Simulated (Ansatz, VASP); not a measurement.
## PbS: VASP beside Ansatz

The input INCAR:

```
PREC = Accurate
ENCUT = 500
EDIFF = 1E-7
ISMEAR = 0
SIGMA = 0.01
LREAL = F
LASPH = T
NELM = 120
ALGO = Normal
ISIF = 3
LWAVE = F
LCHARG = F
GGA = PE
IVDW = 12
IBRION = 2
NSW = 80
EDIFFG = -0.03
GGA_COMPAT = F
NELMIN = 4
```

KPOINTS

```
Automatic mesh
0
Gamma
  6 6 6
```

POSCAR

```
PbS
1.0
    0.0000000000      2.9657500000      2.9657500000
    2.9657500000      0.0000000000      2.9657500000
    2.9657500000      2.9657500000      0.0000000000
Pb S
1 1
Direct
    0.0000000000      0.0000000000      0.0000000000
    0.5000000000      0.5000000000      0.5000000000
```

Input for Ansatz:

```yaml
crystal:
  lattice:
    - [0.0, 2.96575, 2.96575]
    - [2.96575, 0.0, 2.96575]
    - [2.96575, 2.96575, 0.0]
  atoms:
    - { symbol: Pb, position: [0.0, 0.0, 0.0] }
    - { symbol: S, position: [0.5, 0.5, 0.5] }
kpoints:
  mp_grid:
    grid: [6, 6, 6]
hamiltonian:
  xc: pbe
  dispersion: d3bj
scf:
  occupations:
    method: fixed
relax:
  f_tol: 0.03
  cell: {}
```

Alike in both runs: task relaxation of cell and atoms; functional PBE; dispersion D3(BJ); k mesh 6 × 6 × 6; no spin polarisation.

```csv
,VASP,Ansatz
version,VASP 6.6.1,Ansatz 0.2.0
potentials or method,"VASP PAW PBE potentials, release 64 (Pb_d, S)","plane waves, PAW"
plane-wave cutoff (eV),500,420
occupations,"gaussian, width 0.01 eV",fixed
valence electrons in the cell,20,20
```

|  | VASP | Ansatz | Ansatz less VASP |
| --- | --- | --- | --- |
| relaxed volume (Å³/atom) | 26.09 | 26.12 | +0.036 |
| relaxed cell length with the largest relative difference (Å) | 4.194 | 4.196 | +0.0019 |

Ansatz's warnings: relaxed geometry near dispersion switch.

Neither program's run includes spin-orbit coupling. Noted on VASP's run: the relaxation stopped at its first step, so nothing moved.
